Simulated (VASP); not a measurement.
A run of VASP 6.6.1 is set up as follows.

Contents of INCAR:

```
PREC     = Accurate       # precision mode
ENCUT    = 520            # plane-wave cutoff, eV
EDIFF    = 1E-6           # SCF threshold, eV
ISMEAR   = -1             # smearing method
SIGMA    = 0.05           # smearing width, eV
LREAL    = F              # projectors in reciprocal space
LASPH    = T              # aspherical terms in the spheres
NELM     = 100            # most SCF steps
ALGO     = Fast           # electronic algorithm
ISIF     = 2              # what is computed and relaxed
LWAVE    = F              # write WAVECAR
LCHARG   = F              # write CHGCAR
GGA      = PE             # functional
NBANDS   = 44             # bands
```

KPOINTS

```
regular mesh
0
Gamma
  6 6 6
```

File POSCAR:

```
TlPt
1.0
    6.7296702171      0.0000000000      0.0000000000
   -3.3648351086      5.8280653671      0.0000000000
    0.0000000000      0.0000000000      3.8599149848
Tl Pt
3 3
Direct
    0.0000000000      0.5000000000      0.0000000000
    0.5000000000      0.5000000000      0.0000000000
    0.5000000000      0.0000000000      0.0000000000
    0.6666666667      0.3333333333      0.5000000000
    0.3333333333      0.6666666667      0.5000000000
    0.0000000000      0.0000000000      0.0000000000
```

Potentials or basis: VASP PAW PBE potentials, release 64 (Tl_d, Pt).

Launch:

```sh
$ cat potpaw_PBE.64/Tl_d/POTCAR potpaw_PBE.64/Pt/POTCAR > POTCAR
$ mpirun -np 1 vasp_std > vasp.out
```

What does it give for the pressure?

0.1 GPa.

Estimate the band gap on the k mesh.

zero (an odd number of electrons rules out a gap without spin polarisation).

Caveat: spin-orbit coupling is left out, which moves the levels of the heavy elements.
